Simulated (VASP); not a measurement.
Input of a VASP 6.6.1 run:

File POSCAR:

```
MgSe
1.0
    0.0000000000      2.7362727707      2.7362727707
    2.7362727707      0.0000000000      2.7362727707
    2.7362727707      2.7362727707      0.0000000000
Mg Se
1 1
Direct
    0.0000000000      0.0000000000      0.0000000000
    0.5000000000      0.5000000000      0.5000000000
```

INCAR.step1

```
PREC     = Accurate       # precision mode
ENCUT    = 600            # plane-wave cutoff, eV
EDIFF    = 1E-5           # SCF threshold, eV
ISMEAR   = -1             # smearing method
SIGMA    = 0.02           # smearing width, eV
LREAL    = False          # projectors in reciprocal space
LASPH    = True           # aspherical terms in the spheres
NELM     = 120            # most SCF steps
ALGO     = Normal         # electronic algorithm
LWAVE    = True           # write WAVECAR
LCHARG   = False          # write CHGCAR
GGA      = PE             # functional
NBANDS   = 11             # bands
GGA_COMPAT= False        
IBRION   = 2              # ionic algorithm
ISIF     = 3              # what is computed and relaxed
EDIFFG   = -0.005         # ionic threshold
NELMIN   = 4            
NSW      = 100            # ionic steps
```

File INCAR.step2:

```
PREC     = Accurate       # precision mode
ENCUT    = 600            # plane-wave cutoff, eV
EDIFF    = 1E-7           # SCF threshold, eV
ISMEAR   = -1             # smearing method
SIGMA    = 0.02           # smearing width, eV
LREAL    = False          # projectors in reciprocal space
LASPH    = True           # aspherical terms in the spheres
NELM     = 120            # most SCF steps
ALGO     = Normal         # electronic algorithm
ISIF     = 3              # what is computed and relaxed
LWAVE    = False          # write WAVECAR
LCHARG   = False          # write CHGCAR
GGA      = PE             # functional
LHFCALC  = True           # exact exchange
HFSCREEN = 0.2079         # screening, 1/A
PRECFOCK = Normal       
IBRION   = 2              # ionic algorithm
NSW      = 80             # ionic steps
EDIFFG   = -0.005         # ionic threshold
ISTART   = 1            
GGA_COMPAT= False        
NELMIN   = 4
```

The input KPOINTS:

```
regular mesh
0
Gamma
  6 6 6
```

Potentials or basis: VASP PAW PBE potentials, release 64 (Mg, Se).

Run with:

```sh
$ cat potpaw_PBE.64/Mg/POTCAR potpaw_PBE.64/Se/POTCAR > POTCAR
$ cp INCAR.step1 INCAR
$ mpirun -np 1 vasp_std > vasp.out
$ cp INCAR.step2 INCAR
$ mpirun -np 1 vasp_std > vasp.out
```

Question: What does it give for the space group after relaxing (to 0.1 Å)?

Answer: Fm-3m (No. 225).

Question: What does it give for the band gap on the k mesh?

Answer: 2.64 eV (least direct gap 3.56 eV).

The path:
| step | energy change (eV) | largest force (eV/Å) | pressure (GPa) | volume (Å³) |
| --- | --- | --- | --- | --- |
| 1 | 0.0000 | 0.0000 | -0.56 | 40.97 |
| 2 | -0.0006 | 0.0000 | 0.13 | 40.55 |
| 3 | -0.0006 | 0.0000 | 0.00 | 40.63 |

Caveat: the PAW data sets were made with another functional, which shifts forces and pressure a little. A k mesh can miss the band edges.
